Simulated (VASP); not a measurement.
Li, 16 atoms in the cell. The typed cell holds 16 atoms: a = 6.980 Å, b = 6.980 Å, c = 6.980 Å, α = 90.00°, β = 90.00°, γ = 90.00°. 

```yaml
Program: VASP 6.6.1
Task: single point
Functional: PBE
Potentials_or_basis: VASP PAW PBE potentials, release 64 (Li_sv)
Cutoff: 520 eV
k_mesh: 2 × 2 × 2
Occupations: fermi-dirac, width 0.1 eV
Spin: no spin polarisation
Dipole_correction: no
Further_INCAR_settings: LREAL = Auto; ALGO = Normal; EDIFF = 1e-06; NBANDS = 38
```

Potentials or basis: VASP PAW PBE potentials, release 64 (Li_sv).

Launch:

```console
$ cat potpaw_PBE.64/Li_sv/POTCAR > POTCAR
$ mpirun -np 1 vasp_std > vasp.out
```

Hardware: 1 thread of Oxide Virtual Turin-like Processor, with other jobs on the host.

Task: How long does it take, and how much memory?

Result: Wall time 3.8 min on 1 thread of Oxide Virtual Turin-like Processor, on a shared host, peak memory 0.33 GiB. Counts: scf iterations 14, k points 8.
